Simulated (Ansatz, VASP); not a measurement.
**Two plane-wave programs on BN**

```
CELL_PARAMETERS angstrom
0.00000 1.80750 1.80750
1.80750 0.00000 1.80750
1.80750 1.80750 0.00000
ATOMIC_POSITIONS crystal
B 0.00000 0.00000 0.00000
N 0.25000 0.25000 0.25000
```

Alike in both runs: task relaxation of cell and atoms; functional r2SCAN; k mesh 10 × 10 × 10; no spin polarisation.

|  | VASP | Ansatz |
| --- | --- | --- |
| version | VASP 6.6.1 | Ansatz 0.2.0 |
| potentials or method | VASP PAW PBE potentials, release 64 (B, N), cutoff 600 eV | plane waves, PAW |
| occupations | gaussian, width 0.01 eV | fixed |
| valence electrons in the cell | 8 | 8 |

VASP gave:

| Quantity | Value |
| --- | --- |
| relaxed volume (Å³/atom) | 5.90 |
| relaxed cell length with the largest relative difference (Å) | 2.555 |

Question: What did Ansatz give for the same quantities?

Answer: Relaxed volume (Å³/atom): 5.88; relaxed cell length with the largest relative difference (Å): 2.552.

VASP's potentials were made for PBE, not for r2SCAN.
